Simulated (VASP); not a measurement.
# Co (P6/mmm) in VASP: a series of runs

Co is run at these levels: r2SCAN; tasks: relaxation of cell and atoms, single point.

Program: VASP 6.6.1. These are calculated values, not measurements. Logs are shortened: lines on timing, memory, paths and dates and some standing lists are left out, and cuts for length are marked.

### 1 The cell of the first run

The structure is hexagonal, space group P6/mmm (No. 191). Conventional cell: a = 2.388 Å, b = 2.388 Å, c = 2.231 Å, α = 90.00°, β = 90.00°, γ = 120.00°. Co (site symmetry 6/mmm) has 8 Co at 2.23 to 2.39 Å within 3.0 Å.

This isn't the form of Co at room conditions, which is hcp.

### 2 Relaxation of cell and atoms, r2SCAN, collinear spin, ferromagnetic start

POSCAR

```
Co
1.0
    2.3879852247      0.0000000000      0.0000000000
   -1.1939926123      2.0680558684      0.0000000000
    0.0000000000      0.0000000000      2.2312736943
Co
1
Direct
    0.0000000000      0.0000000000      0.0000000000
```

INCAR.step1

```
PREC     = Accurate       # precision mode
ENCUT    = 600            # plane-wave cutoff, eV
ISMEAR   = 0              # smearing method
SIGMA    = 0.1            # smearing width, eV
LREAL    = F              # projectors in reciprocal space
LASPH    = T              # aspherical terms in the spheres
NELM     = 150            # most SCF steps
ISPIN    = 2              # spin polarisation
MAGMOM   = 2.18           # initial moments
LMAXMIX  = 4              # l up to which the mixer works
GGA      = PE             # functional
ALGO     = Normal         # electronic algorithm
EDIFF    = 1E-4           # SCF threshold, eV
LWAVE    = T              # write WAVECAR
LCHARG   = F              # write CHGCAR
```

INCAR.step2

```
PREC     = Accurate       # precision mode
ENCUT    = 600            # plane-wave cutoff, eV
EDIFF    = 1E-6           # SCF threshold, eV
ISMEAR   = 0              # smearing method
SIGMA    = 0.1            # smearing width, eV
LREAL    = F              # projectors in reciprocal space
LASPH    = T              # aspherical terms in the spheres
NELM     = 150            # most SCF steps
ALGO     = Normal         # electronic algorithm
ISIF     = 3              # what is computed and relaxed
LWAVE    = F              # write WAVECAR
LCHARG   = F              # write CHGCAR
ISPIN    = 2              # spin polarisation
MAGMOM   = 2.18           # initial moments
LORBIT   = 11             # projections on sites
LMAXMIX  = 4              # l up to which the mixer works
METAGGA  = R2SCAN         # meta-GGA
LMIXTAU  = T            
IBRION   = 2              # ionic algorithm
NSW      = 90             # ionic steps
EDIFFG   = -0.04          # ionic threshold
ISTART   = 1
```

KPOINTS

```
regular mesh
0
Gamma
  9 9 8
```

Potentials or basis: VASP PAW PBE potentials, release 64 (Co).

Command:

```console
$ cat potpaw_PBE.64/Co/POTCAR > POTCAR
$ cp INCAR.step1 INCAR
$ mpirun -np 1 vasp_std > vasp.out
$ cp INCAR.step2 INCAR
$ mpirun -np 1 vasp_std > vasp.out
```

OUTCAR:

```text
PREC = Accurate
   ENCUT = 600
   EDIFF = 1E-6
   ISMEAR = 0
   LREAL = F
   LASPH = T
   NELM = 150
   ISIF = 3
   ISPIN = 2
   LORBIT = 11
   METAGGA = R2SCAN
   IBRION = 2
   NSW = 90
   EDIFFG = -0.04
   ISTART = 1

 ion  position               nearest neighbor table
   1  0.000  0.000  0.000-

  LATTYP: Found a hexagonal cell.
 ALAT       =     2.3879852247
 C/A-ratio  =     0.9343750000

  Lattice vectors:

 A1 = (   2.3879852247,   0.0000000000,   0.0000000000)
 A2 = (  -1.1939926123,   2.0680558684,   0.0000000000)
 A3 = (   0.0000000000,   0.0000000000,   2.2312736943)

Analysis of symmetry for initial positions (statically):
=====================================================================
 Subroutine PRICEL returns:
 Original cell was already a primitive cell.

 Routine SETGRP: Setting up the symmetry group for a
 hexagonal supercell.

 Subroutine GETGRP returns: Found 24 space group operations
 (whereof 24 operations were pure point group operations)
 out of a pool of 24 trial point group operations.

The static configuration has the point symmetry D_6h.

Analysis of symmetry for dynamics (positions and initial velocities):
=====================================================================
 Subroutine PRICEL returns:
 Original cell was already a primitive cell.

 Routine SETGRP: Setting up the symmetry group for a
 hexagonal supercell.

 Subroutine GETGRP returns: Found 24 space group operations
 (whereof 24 operations were pure point group operations)
 out of a pool of 24 trial point group operations.

The dynamic configuration has the point symmetry D_6h.

Analysis of structural, dynamic, and magnetic symmetry:
=====================================================================
 Subroutine PRICEL returns:
 Original cell was already a primitive cell.

 Routine SETGRP: Setting up the symmetry group for a
 hexagonal supercell.

 Subroutine GETGRP returns: Found 24 space group operations
 (whereof 24 operations were pure point group operations)
 out of a pool of 24 trial point group operations.

The overall configuration has the point symmetry D_6h.

 Subroutine INISYM returns: Found 24 space group operations
 (whereof 24 operations are pure point group operations),
 and found     1 'primitive' translations

----------------------------------------------------------------------------------------

                                     Primitive cell

  volume of cell :      11.0191

  direct lattice vectors                    reciprocal lattice vectors
     2.387985225  0.000000000  0.000000000     0.418763060  0.241772965  0.000000000
    -1.193992612  2.068055868  0.000000000     0.000000000  0.483545931  0.000000000
     0.000000000  0.000000000  2.231273694     0.000000000  0.000000000  0.448174512

  length of vectors
     2.387985225  2.387985225  2.231273694     0.483545931  0.483545931  0.448174512

  position of ions in fractional coordinates (direct lattice)
     0.000000000  0.000000000  0.000000000

  ion indices of the primitive-cell ions
   primitive index   ion index
                 1           1

----------------------------------------------------------------------------------------

 KPOINTS: regular mesh

Automatic generation of k-mesh.
 Grid dimensions read from file:
 generate k-points for:    9    9    8

 Generating k-lattice:

  Cartesian coordinates                     Fractional coordinates (reciprocal lattice)
     0.046529229  0.026863663  0.000000000     0.111111111  0.000000000  0.000000000
     0.000000000  0.053727326  0.000000000     0.000000000  0.111111111  0.000000000
     0.000000000  0.000000000  0.056021814     0.000000000  0.000000000  0.125000000

  Length of vectors
     0.053727326  0.053727326  0.056021814

  Shift w.r.t. Gamma in fractional coordinates (k-lattice)
     0.000000000  0.000000000  0.000000000

 Subroutine IBZKPT returns following result:
 ===========================================

 Found     60 irreducible k-points:

 Following reciprocal coordinates:
            Coordinates               Weight
  0.000000  0.000000  0.000000      1.000000
  0.111111  0.000000  0.000000      6.000000
  0.222222  0.000000  0.000000      6.000000
  0.333333  0.000000  0.000000      6.000000
  0.444444  0.000000  0.000000      6.000000
  0.111111  0.111111  0.000000      6.000000
[... 16 lines left out ...]
  0.333333  0.222222  0.125000     24.000000
  0.333333  0.333333  0.125000      4.000000
 [... further k-points ...]
   k-points           NKPTS =     60   k-points in BZ     NKDIM =     60   number of bands    NBANDS=      9
   number of dos      NEDOS =    301   number of ions     NIONS =      1
   total plane-waves  NPLWV =   7200
   dimension x,y,z NGX =    20 NGY =   20 NGZ =   18
   dimension x,y,z NGXF=    40 NGYF=   40 NGZF=   36
   ions per type =               1
   NGX,Y,Z   is equivalent  to a cutoff of  13.92, 13.92, 13.41 a.u.
   NGXF,Y,Z  is equivalent  to a cutoff of  27.85, 27.85, 26.82 a.u.
 SYSTEM =  unknown system
   PREC   = accura    normal or accurate (medium, high low for compatibility)
   ISTART =      1    job   : 0-new  1-cont  2-samecut
   ICHARG =      0    charge: 1-file 2-atom 10-const
   ISPIN  =      2    spin polarized calculation?
   LNONCOLLINEAR =      F non collinear calculations
   LSORBIT =      F    spin-orbit coupling
   LASPH  =      T    aspherical Exc in radial PAW
   ENCUT  =  600.0 eV  44.10 Ry    6.64 a.u.   4.77  4.77  4.46*2*pi/ulx,y,z
   NELM   =    150;   NELMIN=  2; NELMDL=  0     # of ELM steps
   EDIFF  = 0.1E-05   stopping-criterion for ELM
   LREAL  =      F    real-space projection
   EDIFFG = -.4E-01   stopping-criterion for IOM
   NSW    =     90    number of steps for IOM
   IBRION =      2    ionic relax: 0-MD 1-quasi-New 2-CG
   NFREE  =      1    steps in history (QN), initial steepest desc. (CG)
   ISIF   =      3    stress and relaxation
   ISYM   =      2    0-nonsym 1-usesym 2-fastsym
   POTIM  = 0.5000    time-step for ionic-motion
   TEBEG  =    0.0;   TEEND  =   0.0 temperature during run
   PSTRESS=    0.0 pullay stress
   NELECT =       9.0000    total number of electrons
   NUPDOWN=      -1.0000    fix difference up-down
   EMIN   =  10.00;   EMAX   =-10.00  energy-range for DOS
   EFERMI =   0.00;   METHOD = LEGACY
   ISMEAR =     0;   SIGMA  =   0.10  broadening in eV -4-tet -1-fermi 0-gaus
   EFERMI_NEDOS =   21; number of points for ismear=-14 and -15
   IALGO  =     38    algorithm
   IMIX   =      4    mixing-type and parameters
     AMIX     =   0.40;   BMIX     =  1.00
     AMIX_MAG =   1.60;   BMIX_MAG =  1.00
  volume/ion in A,a.u.               =      11.02        74.36
  Fermi-wavevector in a.u.,A,eV,Ry     =   1.530289  2.891827 31.861906  2.341784
  Thomas-Fermi vector in A             =   2.637792
   LORBIT       =     11    0 simple, 1 ext, 2 COOP (PROOUT), +10 PAW based schemes
   METAGGA = R2SCAN    functional components
   LHFCALC =     F    Hartree Fock is set to
   AEXX    =    0.0000 exact exchange contribution
   IVDW    =     0    specifies the selected vdW correction
   LEPSILON=     F    determine dielectric tensor
   LRPA    =     F    only Hartree local field effects (RPA)
 conjugate gradient relaxation of ions
 spin polarized calculation
 Gauss-broadening in eV      SIGMA  =   0.10
  energy-cutoff  :      600.00
  volume of cell :       11.02
 maximum number of plane-waves:       393
 NGX is ok and might be reduce to    20
   NGX =  9   NGY =  9   NGZ =  9

--------------------------------------- Ionic step        1  -------------------------------------------

 number of electron       9.0000003 magnetization       1.9258750

 Free energy of the ion-electron system (eV)
  ---------------------------------------------------
  ext. energy  EPLUGINS =         0.00000000
  ---------------------------------------------------
  free energy    TOTEN  =       -12.71770475 eV

  energy without entropy =      -12.71216644  energy(sigma->0) =      -12.71493559

 E-fermi :  10.5323     XC(G=0): -14.4700

 val. band max:       10.5112684445   @ k =   0.2222   0.0000   0.3750
 cond. band min:      10.5374477566   @ k =   0.2222   0.0000   0.5000
 fundamental gap:      0.0261793122
 Fermi energy:        10.5323318389

 spin component 1

 k-point     1 :       0.0000    0.0000    0.0000
  band No.  band energies     occupation
      1       0.8144      1.00000
      2       4.9059      1.00000
      3       6.9343      1.00000
      4       6.9343      1.00000
      5       8.5042      1.00000
      6       8.5042      1.00000
      7      31.6728      0.00000
      8      33.8774      0.00000
      9      36.7629      0.00000

 k-point     2 :       0.1111    0.0000    0.0000
  band No.  band energies     occupation
      1       1.2990      1.00000
      2       5.0217      1.00000
      3       6.7488      1.00000
      4       7.1693      1.00000
      5       8.3564      1.00000
      6       8.4763      1.00000
      7      31.2550      0.00000
      8      32.3331      0.00000
      9      34.9292      0.00000
[... 718 lines left out ...]
 POSITION                                       TOTAL-FORCE (eV/Angst)
 -----------------------------------------------------------------------------------
      1.21433      2.10328      2.31375         0.000000      0.000000      0.000000
 -----------------------------------------------------------------------------------
    total drift:                               -0.000000      0.000000      0.000000

  FREE ENERGIE OF THE ION-ELECTRON SYSTEM (eV)
  ---------------------------------------------------
  free  energy   TOTEN  =       -12.7541359913 eV

  energy  without entropy=      -12.7494563835  energy(sigma->0) =      -12.75179619

--------------------------------------- Ionic step        6  -------------------------------------------

 number of electron       8.9999999 magnetization       1.9344006

 Free energy of the ion-electron system (eV)
  ---------------------------------------------------
  ext. energy  EPLUGINS =         0.00000000
  ---------------------------------------------------
  free energy    TOTEN  =       -12.75428447 eV

  energy without entropy =      -12.74956449  energy(sigma->0) =      -12.75192448

 E-fermi :   9.6440     XC(G=0): -14.0069

 val. band max:        9.6384826348   @ k =   0.2222   0.1111   0.2500
 cond. band min:       9.6720838787   @ k =   0.2222   0.1111   0.3750
 fundamental gap:      0.0336012439
 Fermi energy:         9.6440392265

 spin component 1

 k-point     1 :       0.0000    0.0000    0.0000
  band No.  band energies     occupation
      1       0.2830      1.00000
      2       4.2750      1.00000
      3       6.1009      1.00000
      4       6.1009      1.00000
      5       7.3552      1.00000
      6       7.3552      1.00000
      7      29.1438      0.00000
      8      32.5849      0.00000
      9      34.0849      0.00000

 k-point     2 :       0.1111    0.0000    0.0000
  band No.  band energies     occupation
      1       0.7487      1.00000
      2       4.3841      1.00000
      3       5.9351      1.00000
      4       6.3161      1.00000
      5       7.2161      1.00000
      6       7.3290      1.00000
      7      29.7314      0.00000
      8      29.7758      0.00000
      9      33.1218      0.00000
[... 578 lines left out ...]
 POSITION                                       TOTAL-FORCE (eV/Angst)
 -----------------------------------------------------------------------------------
      0.00000      0.00000      0.00000         0.000000      0.000000      0.000000
 -----------------------------------------------------------------------------------
    total drift:                               -0.000000      0.000000      0.000000

  FREE ENERGIE OF THE ION-ELECTRON SYSTEM (eV)
  ---------------------------------------------------
  free  energy   TOTEN  =       -12.7542844693 eV

  energy  without entropy=      -12.7495644949  energy(sigma->0) =      -12.75192448

 reached required accuracy - stopping structural energy minimisation

 total charge

# of ion       s       p       d       tot
------------------------------------------
    1        0.511   0.503   7.225   8.239

 magnetization (x)

# of ion       s       p       d       tot
------------------------------------------
    1        0.011  -0.027   1.997   1.981
```

Run time: 4.6 min. Hardware: 1 thread of Intel Xeon Platinum 8375C at 2.90GHz (Ice Lake), shared host; peak memory 0.15 GiB.

Results:

```
Free energy                                           : -12.7543 eV
Relaxed volume                                        : 11.82 Å³/atom
Relaxed cell                                          : a = 2.432 Å, b = 2.432 Å, c = 2.308 Å, α = 90.00°, β = 90.00°, γ = 120.00°
Space group after relaxing (to 0.1 Å)                 : P6/mmm (No. 191)
Energy gained by relaxing                             : 36.6 meV/atom
Ionic steps                                           : 6
Pressure after relaxing                               : 0.0 GPa
Net moment                                            : 1.93 μB per cell
Site moments                                          : Co +1.98 μB
Valence electrons inside the program's atomic spheres : Co 8.24
```

Step by step:
| step | energy change (eV) | largest force (eV/Å) | pressure (GPa) | volume (Å³) |
| --- | --- | --- | --- | --- |
| 1 | 0.0000 | 0.0000 | 14.82 | 11.02 |
| 2 | -0.0061 | 0.0000 | -9.97 | 12.72 |
| 3 | -0.0359 | 0.0000 | -0.56 | 11.84 |
| 4 | -0.0359 | 0.0000 | -0.29 | 11.83 |
| 5 | -0.0364 | 0.0000 | 0.15 | 11.82 |
| 6 | -0.0366 | 0.0000 | -0.02 | 11.82 |

Final structure:
```cif
data_structure
_symmetry_space_group_name_H-M 'P 1'
_symmetry_Int_Tables_number 1
_cell_length_a 2.4319
_cell_length_b 2.4319
_cell_length_c 2.3081
_cell_angle_alpha 90.000
_cell_angle_beta 90.000
_cell_angle_gamma 120.000
_cell_volume 11.82
loop_
_atom_site_label
_atom_site_type_symbol
_atom_site_fract_x
_atom_site_fract_y
_atom_site_fract_z
_atom_site_occupancy
Co1 Co 0.00000 0.00000 0.00000 1
```

Caveat: the PAW data sets were made with another functional, which shifts forces and pressure a little.

(Continued in part 2 of 3.)
